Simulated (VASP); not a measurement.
LiF (Griceite):

```
Li F
1.0
     0.00000    1.99487    1.99487
     1.99487    0.00000    1.99487
     1.99487    1.99487    0.00000
Li F
1 1
Direct
  0.00000 0.00000 0.00000
  0.50000 0.50000 0.50000
```

Base run:

```yaml
Program: VASP 6.6.1
Functional: r2SCAN
Potentials_or_basis: VASP PAW PBE potentials, release 64 (Li_sv, F)
Cutoff: 520 eV
k_mesh: 8 × 8 × 8
Occupations: gaussian, width 0.01 eV
Spin: no spin polarisation
```

Its results: band gap on the k mesh 10.55 eV, direct.

**Question.** The run is repeated on the same cell with these changes: functional from r2SCAN to PBE; further incar settings from ALGO = Normal; EDIFF = 1e-06; NBANDS = 12 to ALGO = Normal; EDIFF = 1e-07; NBANDS = 12. What comes out?

**Answer.** Band gap on the k mesh 9.35 eV, direct.

A k mesh can miss the band edges.
